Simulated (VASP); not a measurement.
# Si31C (P1) in VASP: single point with PBEsol

Aim: the single point of Si31C with PBEsol.

All numbers are computed with VASP 6.6.1; they aren't measurements. Logs are shortened: lines on timing, memory, paths and dates and some standing lists are left out, and cuts for length are marked.

### 1 The cell of the first run

The typed cell holds 64 atoms: a = 10.743 Å, b = 10.743 Å, c = 10.743 Å, α = 90.00°, β = 90.00°, γ = 90.00°.

### 2 Single point, PBEsol

Contents of INCAR:

```
  PREC = Accurate
  ENCUT = 520
  EDIFF = 1E-6
  ISMEAR = -1
  SIGMA = 0.05
  LREAL = Auto
  LASPH = T
  NELM = 60
  ALGO = Normal
  ISIF = 2
  LWAVE = F
  LCHARG = F
  GGA = PS
  NBANDS = 166
```

Contents of KPOINTS:

```
Automatic mesh
0
Gamma
  1 1 1
  0.5 0.5 0.5
```

Contents of POSCAR:

```
Si31C
1.0
   10.7428582173      0.0000000000      0.0000000000
    0.0000000000     10.7428582173      0.0000000000
    0.0000000000      0.0000000000     10.7428582173
Si C
62 2
Direct
    0.0003390000      0.0000970000      0.0003440000
    0.9997550000      0.4999350000      0.0003520000
    0.0003610000      0.5000100000      0.5004890000
    0.5007560000      0.0057310000      0.9945260000
    0.4999880000      0.0060750000      0.5063990000
    0.4999830000      0.4937310000      0.9940800000
    0.5008040000      0.4940940000      0.5061540000
    0.1283590000      0.1254710000      0.1227790000
    0.1078990000      0.1071540000      0.6075360000
    0.1244410000      0.6281730000      0.1285710000
    0.1284240000      0.6223760000      0.6258810000
    0.6283850000      0.1244220000      0.1278730000
    0.6078350000      0.1427390000      0.6431350000
    0.6244330000      0.6217700000      0.1221470000
    0.6284180000      0.6275070000      0.6247910000
    0.2561530000      0.2499720000      0.9940540000
    0.2497330000      0.2433360000      0.5064210000
    0.2500070000      0.7505390000      0.0006350000
    0.2439020000      0.7558290000      0.5003800000
    0.7438750000      0.2498920000      0.9944090000
    0.7497770000      0.2438360000      0.5070350000
    0.7500200000      0.7496830000      0.9997760000
    0.7561500000      0.7562950000      0.5002780000
    0.3749880000      0.3754190000      0.1249740000
    0.3902920000      0.3545210000      0.6427670000
    0.3726590000      0.8780980000      0.1256280000
    0.3746130000      0.8748910000      0.6251860000
    0.8726500000      0.3717810000      0.1251000000
    0.8746460000      0.3749850000      0.6255020000
    0.8749730000      0.8745350000      0.1257170000
    0.8903090000      0.8953170000      0.6079740000
    0.2438370000      0.9999840000      0.2562450000
    0.2497650000      0.0060370000      0.7436800000
    0.2500510000      0.5002760000      0.2509280000
    0.2561250000      0.4935750000      0.7504040000
    0.7561710000      0.9999700000      0.2566640000
    0.7497100000      0.0065570000      0.7442190000
    0.7499920000      0.4993730000      0.2500560000
    0.7439190000      0.4940590000      0.7502840000
    0.3745540000      0.1248400000      0.3752570000
    0.3902930000      0.1423480000      0.8549390000
    0.3727400000      0.6252050000      0.3785190000
    0.3749420000      0.6245830000      0.8757720000
    0.8903480000      0.1075950000      0.3957570000
    0.8745610000      0.1250620000      0.8753490000
    0.8749620000      0.6253180000      0.3748950000
    0.8726920000      0.6247220000      0.8721930000
    0.0008060000      0.2441940000      0.2561690000
    0.0000720000      0.2438410000      0.7442770000
    0.9999690000      0.7562370000      0.2566280000
    0.0008150000      0.7557590000      0.7445670000
    0.5003630000      0.2498110000      0.2502980000
    0.4998120000      0.7500180000      0.2503990000
    0.5003550000      0.7498860000      0.7501860000
    0.1282340000      0.3741380000      0.3784730000
    0.1248880000      0.3722820000      0.8727470000
    0.1063800000      0.8931200000      0.3935440000
    0.1282390000      0.8781020000      0.8744700000
    0.6282430000      0.3717840000      0.3762260000
    0.6064010000      0.3568240000      0.8571850000
    0.6249230000      0.8776750000      0.3780070000
    0.6281910000      0.8758000000      0.8722140000
    0.9992840000      0.0005290000      0.5009590000
    0.4992840000      0.2493690000      0.7497800000
```

Potentials or basis: VASP PAW PBE potentials, release 64 (Si, C).

Command:

```
$ cat potpaw_PBE.64/Si/POTCAR potpaw_PBE.64/C/POTCAR > POTCAR
$ mpirun -np 1 vasp_std > vasp.out
```

OUTCAR:

```text
PREC = Accurate
   ENCUT = 520
   EDIFF = 1E-6
   ISMEAR = -1
   LREAL = Auto
   LASPH = T
   NELM = 60
   ISIF = 2
   GGA = PS

 ion  position               nearest neighbor table
   1  0.000  0.000  0.000-  45 2.33  58 2.33   8 2.33  30 2.33
   2  1.000  0.500  0.000-  28 2.36  47 2.36  56 2.36  10 2.36
   3  0.000  0.500  0.500-  29 2.33  55 2.33  11 2.33  46 2.33
   4  0.501  0.006  0.995-  62 2.36  12 2.36  26 2.40  41 2.41
   5  0.500  0.006  0.506-  40 2.33  27 2.33  61 2.37  13 2.38
   6  0.500  0.494  0.994-  43 2.32  24 2.32  14 2.36  60 2.37
[... 56 lines left out ...]
  63  0.999  0.001  0.501-  31 1.99  44 1.99   9 2.00  57 2.00
  64  0.499  0.249  0.750-  25 1.99  41 1.99  13 2.00  60 2.00

  LATTYP: Found a simple cubic cell.
 ALAT       =    10.7428582173

  Lattice vectors:

 A1 = (  10.7428582173,   0.0000000000,   0.0000000000)
 A2 = (   0.0000000000,  10.7428582173,   0.0000000000)
 A3 = (   0.0000000000,   0.0000000000,  10.7428582173)

Analysis of symmetry for initial positions (statically):
=====================================================================
 Subroutine PRICEL returns:
 Original cell was already a primitive cell.

 Routine SETGRP: Setting up the symmetry group for a
 simple cubic supercell.

 Subroutine GETGRP returns: Found  1 space group operations
 (whereof  1 operations were pure point group operations)
 out of a pool of 48 trial point group operations.

The static configuration has the point symmetry C_1 .

Analysis of symmetry for dynamics (positions and initial velocities):
=====================================================================
 Subroutine PRICEL returns:
 Original cell was already a primitive cell.

 Routine SETGRP: Setting up the symmetry group for a
 simple cubic supercell.

 Subroutine GETGRP returns: Found  1 space group operations
 (whereof  1 operations were pure point group operations)
 out of a pool of 48 trial point group operations.

The dynamic configuration has the point symmetry C_1 .

 Subroutine INISYM returns: Found  1 space group operations
 (whereof  1 operations are pure point group operations),
 and found     1 'primitive' translations

----------------------------------------------------------------------------------------

                                     Primitive cell

  volume of cell :    1239.8226

  direct lattice vectors                    reciprocal lattice vectors
    10.742858217  0.000000000  0.000000000     0.093085097  0.000000000  0.000000000
     0.000000000 10.742858217  0.000000000     0.000000000  0.093085097  0.000000000
     0.000000000  0.000000000 10.742858217     0.000000000  0.000000000  0.093085097

  length of vectors
    10.742858217 10.742858217 10.742858217     0.093085097  0.093085097  0.093085097

  position of ions in fractional coordinates (direct lattice)
     0.000339000  0.000097000  0.000344000
     0.999755000  0.499935000  0.000352000
     0.000361000  0.500010000  0.500489000
     0.500756000  0.005731000  0.994526000
     0.499988000  0.006075000  0.506399000
     0.499983000  0.493731000  0.994080000
[... 56 lines left out ...]
     0.999284000  0.000529000  0.500959000
     0.499284000  0.249369000  0.749780000

  ion indices of the primitive-cell ions
   primitive index   ion index
                 1           1
                 2           2
                 3           3
                 4           4
                 5           5
                 6           6
[... 56 lines left out ...]
                63          63
                64          64

----------------------------------------------------------------------------------------

 KPOINTS: Automatic mesh

Automatic generation of k-mesh.
 Grid dimensions read from file:
 generate k-points for:    1    1    1

 Generating k-lattice:

  Cartesian coordinates                     Fractional coordinates (reciprocal lattice)
     0.093085097  0.000000000  0.000000000     1.000000000  0.000000000  0.000000000
     0.000000000  0.093085097  0.000000000     0.000000000  1.000000000  0.000000000
     0.000000000  0.000000000  0.093085097     0.000000000  0.000000000  1.000000000

  Length of vectors
     0.093085097  0.093085097  0.093085097

  Shift w.r.t. Gamma in fractional coordinates (k-lattice)
     0.500000000  0.500000000  0.500000000

 Subroutine IBZKPT returns following result:
 ===========================================

 Found      1 irreducible k-points:

 Following reciprocal coordinates:
            Coordinates               Weight
  0.500000  0.500000  0.500000      1.000000
   k-points           NKPTS =      1   k-points in BZ     NKDIM =      1   number of bands    NBANDS=    166
   number of dos      NEDOS =    301   number of ions     NIONS =     64
   total plane-waves  NPLWV = 512000
   dimension x,y,z NGX =    80 NGY =   80 NGZ =   80
   dimension x,y,z NGXF=   160 NGYF=  160 NGZF=  160
   ions per type =              62   2
   NGX,Y,Z   is equivalent  to a cutoff of  12.38, 12.38, 12.38 a.u.
   NGXF,Y,Z  is equivalent  to a cutoff of  24.76, 24.76, 24.76 a.u.
 SYSTEM =  unknown system
   PREC   = accura    normal or accurate (medium, high low for compatibility)
   ISTART =      0    job   : 0-new  1-cont  2-samecut
   ICHARG =      2    charge: 1-file 2-atom 10-const
   ISPIN  =      1    spin polarized calculation?
   LNONCOLLINEAR =      F non collinear calculations
   LSORBIT =      F    spin-orbit coupling
   LASPH  =      T    aspherical Exc in radial PAW
   ENCUT  =  520.0 eV  38.22 Ry    6.18 a.u.  19.97 19.97 19.97*2*pi/ulx,y,z
   NELM   =     60;   NELMIN=  2; NELMDL= -5     # of ELM steps
   EDIFF  = 0.1E-05   stopping-criterion for ELM
   LREAL  =      T    real-space projection
   EDIFFG = 0.1E-04   stopping-criterion for IOM
   NSW    =      0    number of steps for IOM
   IBRION =     -1    ionic relax: 0-MD 1-quasi-New 2-CG
   NFREE  =      0    steps in history (QN), initial steepest desc. (CG)
   ISIF   =      2    stress and relaxation
   ISYM   =      2    0-nonsym 1-usesym 2-fastsym
   POTIM  = 0.5000    time-step for ionic-motion
   TEBEG  =    0.0;   TEEND  =   0.0 temperature during run
   PSTRESS=    0.0 pullay stress
   NELECT =     256.0000    total number of electrons
   NUPDOWN=      -1.0000    fix difference up-down
   EMIN   =  10.00;   EMAX   =-10.00  energy-range for DOS
   EFERMI =   0.00;   METHOD = LEGACY
   ISMEAR =    -1;   SIGMA  =   0.05  broadening in eV -4-tet -1-fermi 0-gaus
   EFERMI_NEDOS =   21; number of points for ismear=-14 and -15
   IALGO  =     38    algorithm
   IMIX   =      4    mixing-type and parameters
     AMIX     =   0.40;   BMIX     =  1.00
     AMIX_MAG =   1.60;   BMIX_MAG =  1.00
  volume/ion in A,a.u.               =      19.37       130.73
  Fermi-wavevector in a.u.,A,eV,Ry     =   0.967613  1.828523 12.738791  0.936275
  Thomas-Fermi vector in A             =   2.097513
   LORBIT       =      0    0 simple, 1 ext, 2 COOP (PROOUT), +10 PAW based schemes
   GGA     = PS    functional components
   LHFCALC =     F    Hartree Fock is set to
   AEXX    =    0.0000 exact exchange contribution
   IVDW    =     0    specifies the selected vdW correction
   LEPSILON=     F    determine dielectric tensor
   LRPA    =     F    only Hartree local field effects (RPA)
 non-spin polarized calculation
  energy-cutoff  :      520.00
  volume of cell :     1239.82
 maximum number of plane-waves:     33552
 NGX is ok and might be reduce to    80
   NGX = 39   NGY = 39   NGZ = 39

 number of electron     256.0000032 magnetization

 Free energy of the ion-electron system (eV)
  ---------------------------------------------------
  ext. energy  EPLUGINS =         0.00000000
  ---------------------------------------------------
  free energy    TOTEN  =      -367.65197474 eV

  energy without entropy =     -367.65196158  energy(sigma->0) =     -367.65196816

 E-fermi :   6.1125     XC(G=0):  -9.6279

 val. band max:        5.4335174681   @ k =   0.5000   0.5000   0.5000
 cond. band min:       6.7626739213   @ k =   0.5000   0.5000   0.5000
 fundamental gap:      1.3291564532
 Fermi energy:         6.1124801313

 k-point     1 :       0.5000    0.5000    0.5000
  band No.  band energies     occupation
      1      -6.9886      2.00000
      2      -6.9884      2.00000
      3      -5.2945      2.00000
      4      -5.2944      2.00000
      5      -5.2433      2.00000
      6      -5.2429      2.00000
[... 132 lines left out ...]
    139       7.3783      0.00000
    140       7.3784      0.00000
 [bands above 140 left out]

------------------------ aborting loop because EDIFF is reached ----------------------------------------

  FORCE on cell =-STRESS in cart. coord.  units (eV):
  Direction    XX          YY          ZZ          XY          YZ          ZX
  --------------------------------------------------------------------------------------
  -------------------------------------------------------------------------------------
  Total        0.7795811      0.9240803      0.9309494     -0.0084968      0.0755292      0.0008160
  in kB        1.0074242      1.1941552      1.2030319     -0.0109801      0.0976036      0.0010545
  external PRESSURE =       1.1348704 kB  Pullay stress =       0.0000000 kB

 VOLUME and BASIS-vectors are now :
 -----------------------------------------------------------------------------
  energy-cutoff  :      520.00
  volume of cell :     1239.82
      direct lattice vectors                 reciprocal lattice vectors
    10.742858217  0.000000000  0.000000000     0.093085097  0.000000000  0.000000000
     0.000000000 10.742858217  0.000000000     0.000000000  0.093085097  0.000000000
     0.000000000  0.000000000 10.742858217     0.000000000  0.000000000  0.093085097

 POSITION                                       TOTAL-FORCE (eV/Angst)
 -----------------------------------------------------------------------------------
      0.00364      0.00104      0.00370        -0.002817     -0.000573      0.000159
     10.74023      5.37073      0.00378         0.003147     -0.000001     -0.001332
      0.00388      5.37154      5.37668        -0.003632     -0.000329     -0.002007
      5.37955      0.06157     10.68405         0.000875     -0.002148      0.001462
      5.37130      0.06526      5.44017         0.001324     -0.002093      0.000352
      5.37125      5.30408     10.67926         0.000316     -0.002420     -0.000349
[... 56 lines left out ...]
     10.73517      0.00568      5.38173         0.000744      0.003182      0.003372
      5.36374      2.67894      8.05478         0.002598     -0.000677      0.001551
 -----------------------------------------------------------------------------------
    total drift:                               -0.006131      0.013047     -0.042146

  FREE ENERGIE OF THE ION-ELECTRON SYSTEM (eV)
  ---------------------------------------------------
  free  energy   TOTEN  =      -367.6519747425 eV

  energy  without entropy=     -367.6519615828  energy(sigma->0) =     -367.65196816
```

Run time: 6.7 min. Hardware: 1 thread of Intel Xeon 6975P-C, shared host; peak memory 1 GiB.

Results:

```
Free energy            : -367.6520 eV
Pressure               : 0.1 GPa
Largest force          : 0.010 eV/Å
Band gap on the k mesh : 1.33 eV
```

Forces in eV/Å, atoms in the order of the input:
```
Si  -0.003 -0.001  0.000
Si   0.003  0.000 -0.001
Si  -0.004  0.000 -0.002
Si   0.001 -0.002  0.001
Si   0.001 -0.002  0.000
Si   0.000 -0.002  0.000
Si  -0.001  0.000  0.000
Si   0.000  0.002 -0.002
Si  -0.001  0.001  0.004
Si   0.000  0.001  0.000
Si  -0.002 -0.001  0.001
Si   0.000 -0.002  0.003
Si   0.002 -0.002 -0.001
Si   0.001  0.002  0.002
Si   0.000  0.000 -0.001
Si  -0.001 -0.001  0.002
Si   0.003  0.000  0.002
Si   0.000 -0.006 -0.004
Si  -0.001  0.003 -0.001
Si   0.001  0.004 -0.001
Si   0.000  0.001 -0.004
Si  -0.001  0.002  0.004
Si  -0.002 -0.003  0.005
Si   0.000 -0.004  0.005
Si  -0.003  0.004 -0.008
Si   0.003  0.003 -0.002
Si   0.004 -0.002  0.000
Si   0.003 -0.003 -0.001
Si   0.004  0.003 -0.003
Si   0.000  0.003 -0.008
Si  -0.005 -0.001  0.006
Si   0.000 -0.001  0.002
Si   0.002  0.001  0.001
Si   0.000 -0.003 -0.007
Si   0.000  0.004 -0.001
Si  -0.002  0.002 -0.001
Si   0.001  0.000  0.000
Si   0.000  0.004  0.002
Si  -0.001 -0.001  0.003
Si   0.005  0.000 -0.003
Si  -0.005 -0.007  0.004
Si   0.001 -0.001  0.001
Si   0.000  0.006 -0.004
Si  -0.007  0.004 -0.001
Si   0.006  0.000  0.001
Si   0.000 -0.005  0.001
Si   0.002 -0.002 -0.002
Si   0.000  0.000  0.000
Si  -0.002  0.001  0.001
Si   0.002  0.000  0.000
Si   0.001 -0.001  0.001
Si  -0.002  0.001 -0.002
Si   0.001 -0.001 -0.002
Si  -0.002  0.001 -0.001
Si   0.000  0.003  0.002
Si  -0.005 -0.001  0.001
Si   0.004  0.001 -0.001
Si  -0.001  0.001  0.002
Si  -0.001 -0.001 -0.002
Si   0.004  0.002  0.003
Si  -0.006 -0.002  0.001
Si  -0.001 -0.003  0.001
C    0.001  0.003  0.003
C    0.003 -0.001  0.002
```

Caveat: the k points lie up to 0.58 Å⁻¹ apart; the PAW data sets were made with another functional, which shifts forces and pressure a little. A k mesh can miss the band edges.
